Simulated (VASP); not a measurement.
# Zn (R-3m) in VASP: notebook, part 2 of 2

VASP 6.6.1. Earlier steps stand in the parts before.

### 5 Single point, PBEsol

This run uses another cell than the first one, of 14.33 Å³/atom, 1.056 times its volume.

INCAR

```
SYSTEM = Zn
PREC = Accurate
ENCUT = 520
EDIFF = 1E-6
ISMEAR = 0
SIGMA = 0.15
LREAL = .False.
LASPH = .True.
NELM = 100
ALGO = Fast
ISIF = 2
LWAVE = .False.
LCHARG = .True.
GGA = PS
LELF = .True.
LVHAR = .True.
NBANDS = 12
```

KPOINTS

```
Automatic mesh
0
Gamma
  22 22 22
  0 0 0
```

POSCAR

```
Zn
1.0
   -2.1447320794      1.5868591853      1.5868591853
    1.5868591853     -2.1447320794      1.5868591853
    1.5868591853      1.5868591853     -2.1447320794
Zn
1
Direct
    0.0000000000      0.0000000000      0.0000000000
```

Potentials or basis: VASP PAW PBE potentials, release 64 (Zn).

Run with:

```bash
$ cat potpaw_PBE.64/Zn/POTCAR > POTCAR
$ mpirun -np 1 vasp_std > vasp.out
```

OUTCAR:

```text
SYSTEM = Zn
   PREC = Accurate
   ENCUT = 520
   EDIFF = 1E-6
   ISMEAR = 0
   LREAL = .False.
   LASPH = .True.
   NELM = 100
   ISIF = 2
   GGA = PS

 ion  position               nearest neighbor table
   1  0.000  0.000  0.000-

  LATTYP: Found a trigonal (rhomboedric) cell.
 ALAT       =     3.1042100187
 COS(alpha) =    -0.4450602107

  Lattice vectors:

 A1 = (  -2.1447320794,   1.5868591853,   1.5868591853)
 A2 = (   1.5868591853,  -2.1447320794,   1.5868591853)
 A3 = (   1.5868591853,   1.5868591853,  -2.1447320794)

Analysis of symmetry for initial positions (statically):
=====================================================================
 Subroutine PRICEL returns:
 Original cell was already a primitive cell.

 Routine SETGRP: Setting up the symmetry group for a
 trigonal (rhombohedral) supercell.

 Subroutine GETGRP returns: Found 12 space group operations
 (whereof 12 operations were pure point group operations)
 out of a pool of 12 trial point group operations.

The static configuration has the point symmetry D_3d.

Analysis of symmetry for dynamics (positions and initial velocities):
[... 169 lines left out ...]
      3      -5.4201      2.00000
      4      -5.4201      2.00000
      5      -3.4762      2.00000
      6      -3.4762      2.00000
      7      11.7844      0.00000
      8      11.7844      0.00000
      9      17.0482      0.00000
     10      17.5957      0.00000
     11      17.5957      0.00000
     12      19.8293      0.00000
[... 331 lines left out ...]
 k-point    24 :      -0.4545    0.0455   -0.0000
  band No.  band energies     occupation
      1      -7.1897      2.00000
      2      -7.0052      2.00000
      3      -4.6028      2.00000
      4      -4.4751      2.00000
      5      -3.7658      2.00000
      6       2.4026      2.00000
      7      12.4534      0.00000
      8      14.3601      0.00000
      9      15.5958      0.00000
     10      22.9033      0.00000
     11      23.5049      0.00000
     12      24.7624      0.00000

 [... further k-points ...]

------------------------ aborting loop because EDIFF is reached ----------------------------------------

  FORCE on cell =-STRESS in cart. coord.  units (eV):
  Direction    XX          YY          ZZ          XY          YZ          ZX
  --------------------------------------------------------------------------------------
  -------------------------------------------------------------------------------------
  Total        8.0224004      8.0224004      8.0224004      8.3916058      8.3916058      8.3916058
  in kB      897.0511212    897.0511212    897.0511212    938.3350336    938.3350336    938.3350336
  external PRESSURE =     897.0511212 kB  Pullay stress =       0.0000000 kB

 VOLUME and BASIS-vectors are now :
 -----------------------------------------------------------------------------
  energy-cutoff  :      520.00
  volume of cell :       14.33
      direct lattice vectors                 reciprocal lattice vectors
    -2.144732079  1.586859185  1.586859185     0.145288622  0.413270812  0.413270812
     1.586859185 -2.144732079  1.586859185     0.413270812  0.145288622  0.413270812
     1.586859185  1.586859185 -2.144732079     0.413270812  0.413270812  0.145288622

 POSITION                                       TOTAL-FORCE (eV/Angst)
 -----------------------------------------------------------------------------------
      0.00000      0.00000      0.00000        -0.000000     -0.000000      0.000000
 -----------------------------------------------------------------------------------
    total drift:                                0.000000      0.000000     -0.000000

  FREE ENERGIE OF THE ION-ELECTRON SYSTEM (eV)
  ---------------------------------------------------
  free  energy   TOTEN  =         1.5976127043 eV

  energy  without entropy=        1.6007178954  energy(sigma->0) =        1.59916530
```

OSZICAR:

```text
N       E                     dE             d eps       ncg     rms          rms(c)
DAV:   1     0.462231823236E+02    0.46223E+02   -0.66727E+03 25420   0.163E+03
DAV:   2     0.295582430017E+01   -0.43267E+02   -0.41303E+02 25564   0.227E+02
DAV:   3     0.146216099653E+01   -0.14937E+01   -0.14917E+01 28328   0.405E+01
DAV:   4     0.145812361366E+01   -0.40374E-02   -0.40372E-02 26504   0.204E+00
DAV:   5     0.145812042208E+01   -0.31916E-05   -0.31917E-05 28420   0.557E-02    0.841E+00
RMM:   6     0.156411350274E+01    0.10599E+00   -0.12331E-01 30455   0.468E+00    0.522E+00
RMM:   7     0.159259985786E+01    0.28486E-01   -0.73609E-03 31189   0.131E+00    0.173E+00
RMM:   8     0.159761088002E+01    0.50110E-02   -0.20947E-03 31170   0.433E-01    0.488E-02
RMM:   9     0.159760225419E+01   -0.86258E-05   -0.34296E-04 32316   0.279E-01    0.428E-02
RMM:  10     0.159761333614E+01    0.11082E-04   -0.51980E-05 31979   0.778E-02    0.394E-03
RMM:  11     0.159761270428E+01   -0.63186E-06   -0.50955E-06 26291   0.264E-02
   1 F= 0.15976127E+01 E0= 0.15991653E+01  d E =-.310519E-02
```

stdout:

```text
POSCAR found type information on POSCAR Zn
 POSCAR found :  1 types and       1 ions
 scaLAPACK will be used
 -----------------------------------------------------------------------------
|                                                                             |
|                                                                             |
|     You enforced a specific xc type in the INCAR file but a different       |
|     I HOPE YOU KNOW WHAT YOU ARE DOING!                                     |
|                                                                             |
 -----------------------------------------------------------------------------

 LDA part: xc-table for (Slater+PW92), standard interpolation
 POSCAR, INCAR and KPOINTS ok, starting setup
 FFT: planning ... GRIDC
 FFT: planning ... GRID_SOFT
 FFT: planning ... GRID
 WAVECAR not read
 entering main loop
WARNING in EDDRMM: call to ZHEGV failed, returncode =   8  4      9
WARNING in EDDRMM: call to ZHEGV failed, returncode =   8  4     11
WARNING in EDDRMM: call to ZHEGV failed, returncode =   6  3      9
```

It took 2.1 min on 1 thread of Intel Xeon Platinum 8488C (Sapphire Rapids), shared host; peak memory 0.28 GiB.

What came out:

```
Free energy            : 1.5976 eV
Pressure               : 89.7 GPa
Band gap on the k mesh : zero (band 6 reaches 7.57 eV, above the bottom of band 7 at -1.09 eV)
```

Stress tensor (GPa, compression positive):
```
89.71 93.83 93.83
93.83 89.71 93.83
93.83 93.83 89.71
```

Caveat: the PAW data sets were made with another functional, which shifts forces and pressure a little.

### 6 Single point, PBEsol

This run uses another cell than the first one, of 14.71 Å³/atom, 1.084 times its volume.

INCAR

```
PREC     = Accurate       # precision mode
ENCUT    = 520            # plane-wave cutoff, eV
EDIFF    = 1E-6           # SCF threshold, eV
ISMEAR   = 0              # smearing method
SIGMA    = 0.15           # smearing width, eV
LREAL    = F              # projectors in reciprocal space
LASPH    = T              # aspherical terms in the spheres
NELM     = 100            # most SCF steps
ALGO     = Fast           # electronic algorithm
ISIF     = 2              # what is computed and relaxed
LWAVE    = F              # write WAVECAR
LCHARG   = F              # write CHGCAR
GGA      = PS             # functional
NBANDS   = 12             # bands
```

KPOINTS

```
Automatic mesh
0
Gamma
  22 22 22
```

POSCAR

```
Zn
1.0
   -1.9541156985      1.5694588142      1.5694588142
    1.5694588142     -1.9541156985      1.5694588142
    1.5694588142      1.5694588142     -1.9541156985
Zn
1
Direct
    0.0000000000      0.0000000000      0.0000000000
```

Potentials or basis: VASP PAW PBE potentials, release 64 (Zn).

Run with:

```bash
$ cat potpaw_PBE.64/Zn/POTCAR > POTCAR
$ mpirun -np 1 vasp_std > vasp.out
```

It took 2.4 min on 1 thread of Intel Xeon Platinum 8488C (Sapphire Rapids), shared host; peak memory 0.29 GiB.

The run converged. Its results:

| Property | Result |
| --- | --- |
| Free energy | -0.6970 eV |
| Pressure | 28.9 GPa |
| Band gap on the k mesh | zero (band 6 reaches 6.41 eV, above the bottom of band 7 at -0.24 eV) |

Stress tensor (GPa, compression positive):
```
28.88 34.39 34.39
34.39 28.88 34.39
34.39 34.39 28.88
```

Levels at points of the mesh, in eV from the Fermi level:
| k point | band 4 | band 5 | band 6 | band 7 | band 8 | band 9 |
| --- | --- | --- | --- | --- | --- | --- |
| (0.00, 0.00, 0.00) | -7.70 | -6.64 | -6.64 | 12.06 | 12.06 | 15.98 |
| (0.50, 0.00, 0.00) | -7.14 | -6.46 | -0.25 | 3.64 | 11.08 | 13.39 |
| (0.50, 0.50, 0.00) | -6.63 | -6.59 | -3.61 | -3.11 | 7.06 | 11.62 |
| (0.50, 0.50, 0.50) | -7.09 | -6.18 | 3.54 | 7.10 | 7.10 | 10.34 |

Caveat: the PAW data sets were made with another functional, which shifts forces and pressure a little.

### 7 The runs side by side

| cell | further INCAR settings | gap on the mesh (eV) | pressure (GPa) |
| --- | --- | --- | --- |
| a = 2.729 Å, angles 112.6°, 1 atom | ALGO = Fast; EDIFF = 1e-07; NBANDS = 12 | none | 13.5 |
| a = 2.905 Å, angles 114.8°, 1 atom | ALGO = Fast; EDIFF = 1e-06; NBANDS = 12 | none | 38.4 |
| a = 2.451 Å, angles 100.1°, 1 atom | ALGO = Fast; EDIFF = 1e-07; NBANDS = 12 | none | 13.5 |
| a = 3.104 Å, angles 116.4°, 1 atom | ALGO = Fast; EDIFF = 1e-06; NBANDS = 12 | none | 89.7 |
| a = 2.957 Å, angles 114.8°, 1 atom | ALGO = Fast; EDIFF = 1e-06; NBANDS = 12 | none | 28.9 |

Alike in all rows: task single point; level PBEsol; potentials or basis VASP PAW PBE potentials, release 64 (Zn); no spin polarisation; k mesh 22 × 22 × 22; cutoff (eV) 520; smearing gaussian 0.15 eV.

Caveats: the PAW data sets were made with another functional, which shifts forces and pressure a little.

Total energies depend on the potentials used, so only differences within one code and one set of settings carry meaning.
